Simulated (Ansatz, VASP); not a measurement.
## NaSrI3 in VASP and in Ansatz

INCAR

```
  PREC = Accurate
  ENCUT = 520
  EDIFF = 1E-7
  ISMEAR = -1
  SIGMA = 0.02
  LREAL = False
  LASPH = True
  NELM = 100
  ALGO = Normal
  ISIF = 2
  LWAVE = False
  LCHARG = False
  GGA = PE
  NBANDS = 27
```

The input KPOINTS:

```
Automatic mesh
0
Gamma
  4 4 4
```

File POSCAR:

```
NaSrI3
1.0
    6.5256425328      0.0000000000      0.0000000000
    0.0000000000      6.5256425328      0.0000000000
    0.0000000000      0.0000000000      6.3679466142
Na Sr I
1 1 3
Direct
    0.0000000000      0.0000000000      0.0000000000
    0.5000000000      0.5000000000      0.5000000000
    0.5000000000      0.5000000000      0.0000000000
    0.5000000000      0.0000000000      0.5000000000
    0.0000000000      0.5000000000      0.5000000000
```

Input for Ansatz:

```yaml
crystal:
  lattice:
    - [6.5256425328, 0.0, 0.0]
    - [0.0, 6.5256425328, 0.0]
    - [0.0, 0.0, 6.3679466142]
  atoms:
    - { symbol: Na, position: [0.0, 0.0, 0.0] }
    - { symbol: Sr, position: [0.5, 0.5, 0.5] }
    - { symbol: I, position: [0.5, 0.5, 0.0] }
    - { symbol: I, position: [0.5, 0.0, 0.5] }
    - { symbol: I, position: [0.0, 0.5, 0.5] }
kpoints:
  mp_grid: { grid: [4, 4, 4] }
  band_path:
    path: [[0.0, 0.0, 0.0], [0.0, 0.5, 0.0], [0.5, 0.5, 0.0], [0.5, 0.5, 0.5]]
    npoints: 1
hamiltonian:
  xc: pbe
scf:
  occupations: { method: fermi_dirac, width: 0.02 }
  n_extra_bands: 5
output:
  forces: true
  stress: true
  eigenvalues: true
  write_density: true
  write_potential: true
  elf: true
  volumetric_format: npy
```

Change from the starting cell: epitaxial_xy strain +2.0%.

Alike in both runs: task single point; functional PBE; k mesh 4 × 4 × 4; occupations fermi-dirac, width 0.02 eV; no spin polarisation.

|  | VASP | Ansatz |
| --- | --- | --- |
| version | VASP 6.6.1 | Ansatz 0.2.0 |
| potentials or method | VASP PAW PBE potentials, release 64 (Na_pv, Sr_sv, I) | plane waves, PAW |
| plane-wave cutoff (eV) | 520 | 420 |
| valence electrons in the cell | 38 | 70 |

```csv
,VASP,Ansatz,Ansatz less VASP
gap on the k mesh at the Fermi level (eV),2.37,2.38,+0.002
pressure (GPa),-0.3,-0.3,-0.03
"traceless stress, the component that is largest in VASP (GPa)",0.42,0.41,-0.006
```

With one functional, cell and mesh, what is left measures potentials, basis and numerics. VASP's potentials hold 38 valence electrons a cell and Ansatz's 70, so a difference there can come from the potentials and not from the codes.

Spin-orbit coupling is off throughout.
